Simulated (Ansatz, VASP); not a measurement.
# Ti4W in VASP and in Ansatz

```xyz
5
Lattice="2.3015 1.3288 4.6016 -2.3015 1.3288 4.6016 0.0000 -2.6575 4.6016" Properties=species:S:1:pos:R:3 pbc="T T T"
Ti    0.0000    0.0000   11.2600
Ti    0.0000    0.0000    5.4839
Ti    0.0000    0.0000    8.3210
Ti    0.0000    0.0000    2.5448
W     0.0000    0.0000    0.0000
```

Alike in both runs: functional PBE; k mesh 6 × 6 × 6; occupations gaussian, width 0.1 eV; no spin polarisation.

Ansatz relaxed the structure, and its values are those at the end. VASP's run is a single point on that final structure, the one shown.

|  | VASP | Ansatz |
| --- | --- | --- |
| version | VASP 6.6.1 | Ansatz 0.2.0 |
| potentials or method | VASP PAW PBE potentials, release 64 (Ti_sv, W_sv), cutoff 520 eV | scalar-relativistic, plane waves, PAW |
| valence electrons in the cell | 62 | 62 |

```csv
,VASP,Ansatz,Ansatz less VASP
gap on the k mesh at the Fermi level (eV),none,none,-
pressure (GPa),-0.3,-0.2,+0.11
rms of the force components (eV/Å),0.013,0.011,-0.0018
```

A gap of «none» marks a metal or a gap that the smearing closes.

Neither program's run includes spin-orbit coupling.
